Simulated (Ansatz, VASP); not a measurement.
## One calculation of VInP2Se6, two programs

Contents of INCAR:

```
ALGO = Normal
EDIFF = 1E-7
ENCUT = 520
GGA = PE
ISIF = 2
ISMEAR = 0
LASPH = T
LCHARG = F
LREAL = F
LWAVE = F
NBANDS = 47
NELM = 60
PREC = Accurate
SIGMA = 0.0733
```

KPOINTS

```
k-points
0
Gamma
  5 5 4
```

POSCAR

```
VInP2Se6
1.0
    6.3790040000      0.0000000000      0.0000000000
    3.1895020000     -5.5439850000      0.0000000000
    2.0327810000      0.0000000000     -6.7244210000
V Se In P
1 6 1 2
Direct
    0.3270000000      0.3460000000      0.0000000000
    0.3872000000      0.6594000000      0.7402000000
    0.9534000000      0.6594000000      0.2598000000
    0.7231000000      0.0476000000      0.7484000000
    0.2293000000      0.0476000000      0.2516000000
    0.5641000000      0.3214000000      0.2547000000
    0.1145000000      0.3214000000      0.7453000000
    0.6680000000      0.6640000000      0.0000000000
    0.0511000000      0.0000000000      0.8354000000
    0.9489000000      0.0000000000      0.1646000000
```

Input for Ansatz:

```yaml
crystal:
  lattice:
    - [6.379004, 0.0, 0.0]
    - [3.189502, -5.543985, 0.0]
    - [2.032781, 0.0, -6.724421]
  atoms:
    - { symbol: V, position: [0.327, 0.346, 0.0] }
    - { symbol: Se, position: [0.3872, 0.6594, 0.7402] }
    - { symbol: Se, position: [0.9534, 0.6594, 0.2598] }
    - { symbol: In, position: [0.668, 0.664, 0.0] }
    - { symbol: Se, position: [0.7231, 0.0476, 0.7484] }
    - { symbol: Se, position: [0.2293, 0.0476, 0.2516] }
    - { symbol: P, position: [0.0511, 0.0, 0.8354] }
    - { symbol: P, position: [0.9489, 0.0, 0.1646] }
    - { symbol: Se, position: [0.5641, 0.3214, 0.2547] }
    - { symbol: Se, position: [0.1145, 0.3214, 0.7453] }
  symmetry: { tolerance: 0.0003 }
kpoints:
  mp_grid: { grid: [5, 5, 4], shift: [0, 0, 0] }
magnetization:
  spin_polarized: false
scf:
  occupations: { method: gaussian, width: 0.0733 }
hamiltonian:
  pseudopotentials: { kind: paw }
  xc: pbe
basis:
  ecutwfc: 420
output:
  forces: true
  stress: true
  eigenvalues: true
```

Alike in both runs: task single point; functional PBE; k mesh 5 × 5 × 4; occupations gaussian, width 0.0733 eV; no spin polarisation.

|  | VASP | Ansatz |
| --- | --- | --- |
| version | VASP 6.6.1 | Ansatz 0.2.0 |
| potentials or method | VASP PAW PBE potentials, release 64 (V_sv, Se, In_d, P), cutoff 520 eV | PAW plane waves |
| valence electrons in the cell | 72 | 132 |

|  | VASP | Ansatz | Ansatz less VASP |
| --- | --- | --- | --- |
| gap on the k mesh at the Fermi level (eV) | none | none | - |
| pressure (GPa) | 2.9 | 2.9 | -0.05 |
| rms of the force components (eV/Å) | 0.450 | 0.447 | -0.0033 |

A gap of «none» marks a metal or a gap that the smearing closes. With one functional, cell and mesh, what is left measures potentials, basis and numerics. VASP's potentials hold 72 valence electrons a cell and Ansatz's 132, so a difference there can come from the potentials and not from the codes.
